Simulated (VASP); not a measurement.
## Ti: single point with r2SCAN

The system is Ti.

```
Ti
1.0
     3.34934    0.00000    0.00000
     0.00000    3.34934    0.00000
     0.00000    0.00000    3.34934
Ti
2
Direct
  0.00000 0.00000 0.00000
  0.50000 0.50000 0.50000
```

This cell differs from its parent crystal: equal strain along all axes, cell held: +3.0 %.

```json
{
  "Program": "VASP 6.6.1",
  "Task": "single point",
  "Functional": "r2SCAN",
  "Potentials or basis": "VASP PAW PBE potentials, release 64 (Ti_sv)",
  "Cutoff": "520 eV",
  "k mesh": "16 × 16 × 16",
  "Occupations": "gaussian, width 0.1 eV",
  "Spin": "no spin polarisation"
}
```

The pressure is -8.1 GPa and the band gap on the k mesh is zero (bands 12 and 13 overlap by 1.69 eV).

Levels at points of the mesh, in eV from the Fermi level:
```tsv
k point	band 8	band 9	band 10	band 11	band 12	band 13	band 14	band 15	band 16	band 17
(0.00, 0.00, 0.00)	-33.98	-6.17	-2.00	-2.00	1.06	1.06	1.06	2.67	2.67	3.73
(0.50, 0.00, 0.00)	-34.15	-2.87	-2.87	0.10	0.10	1.30	1.30	1.30	1.30	2.32
(0.50, 0.50, 0.00)	-33.98	-2.39	-2.39	-0.27	-0.27	0.74	0.74	2.66	2.66	2.98
(0.50, 0.50, 0.50)	-34.24	-0.64	-0.64	-0.64	-0.64	-0.64	-0.64	3.03	3.03	3.03
```

It took 11 min on 1 thread of Intel Xeon 8259CL (shared host), peak memory 0.23 GiB.

Caveat: the cell differs from its parent crystal (equal strain along all axes, cell held: +3.0 %); the cell stands under tension; the PAW data sets were made with another functional, which shifts forces and pressure a little.
